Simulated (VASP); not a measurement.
Ru: single point with PBEsol

Crystal: Ru.

```
Ru
1.0
     0.00000    1.88501    1.88501
     1.88501    0.00000    1.88501
     1.88501    1.88501    0.00000
Ru
1
Cartesian
  0.0000 0.0000 0.0000
```

| Quantity | Value |
| --- | --- |
| Program | VASP 6.6.1 |
| Task | single point |
| Functional | PBEsol |
| Potentials or basis | VASP PAW PBE potentials, release 64 (Ru_pv) |
| Cutoff | 520 eV |
| k mesh | 23 × 23 × 23 |
| Occupations | fermi-dirac, width 0.1 eV |
| Spin | no spin polarisation |

```
Pressure               : -0.2 GPa
Band gap on the k mesh : zero (band 7 reaches 15.15 eV, above the bottom of band 8 at 11.59 eV)
```

Levels at points of the mesh, in eV from the Fermi level:
| k point | band 5 | band 6 | band 7 | band 8 | band 9 | band 10 |
| --- | --- | --- | --- | --- | --- | --- |
| (0.00, 0.00, 0.00) | -2.65 | -2.65 | -2.65 | -0.13 | -0.13 | 10.38 |

Wall time 31 s on 1 thread of Intel(R) Xeon(R) 6975P-C (Granite Rapids), with other jobs on the host, peak memory 0.17 GiB.

Caveat: the PAW data sets were made with another functional, which shifts forces and pressure a little.
